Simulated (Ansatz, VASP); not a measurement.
## ZnSe: VASP beside Ansatz

File INCAR:

```
SYSTEM = ZnSe
ALGO = Normal
EDIFF = 1E-6
ENCUT = 520
GGA = PS
ISIF = 2
ISMEAR = 0
LASPH = .TRUE.
LCHARG = .FALSE.
LREAL = .FALSE.
LWAVE = .FALSE.
NBANDS = 16
NELM = 100
PREC = Accurate
SIGMA = 0.1
```

KPOINTS

```
k-points
0
G
  6 6 6
  0 0 0
```

The input POSCAR:

```
ZnSe
1.0
    0.0000000000      2.8324425400      2.8324425400
    2.8324425400      0.0000000000      2.8324425400
    2.8324425400      2.8324425400      0.0000000000
Zn Se
1 1
Direct
    0.0000000000      0.0000000000      0.0000000000
    0.2500000000      0.2500000000      0.2500000000
```

Input for Ansatz:

```yaml
crystal:
  lattice:
    - [0.0, 2.83244254, 2.83244254]
    - [2.83244254, 0.0, 2.83244254]
    - [2.83244254, 2.83244254, 0.0]
  atoms:
    - { symbol: Zn, position: [0.0, 0.0, 0.0] }
    - { symbol: Se, position: [0.25, 0.25, 0.25] }
basis:
  ecutwfc: 420
kpoints:
  mp_grid: { grid: [6, 6, 6] }
hamiltonian:
  xc: pbesol
  pseudopotentials: { kind: paw, azcp: { folder: soft_1 } }
scf:
  occupations: { method: gaussian, width: 0.1 }
output:
  forces: true
  stress: true
  eigenvalues: true
```

Alike in both runs: task single point; functional PBEsol; k mesh 6 × 6 × 6; occupations gaussian, width 0.1 eV; no spin polarisation.

|  | VASP | Ansatz |
| --- | --- | --- |
| version | VASP 6.6.1 | Ansatz 0.2.0 |
| potentials or method | VASP PAW PBE potentials, release 64 (Zn, Se), cutoff 520 eV | scalar-relativistic, plane waves, PAW |
| valence electrons in the cell | 18 | 28 |

Ansatz gave:

```
gap on the k mesh at the Fermi level (eV) : 1.17
least direct gap on the mesh (eV)         : 1.17
pressure (GPa)                            : -1.0
```

**Question.** Which values does VASP return?

**Answer.** gap on the k mesh at the Fermi level (eV): 1.17; least direct gap on the mesh (eV): 1.17; pressure (GPa): -0.8.

VASP's potentials were made for PBE, not for PBEsol, and Ansatz warns of the same on its side. With one functional, cell and mesh, what is left measures potentials, basis and numerics. VASP's potentials hold 18 valence electrons a cell and Ansatz's 28, so a difference there can come from the potentials and not from the codes.
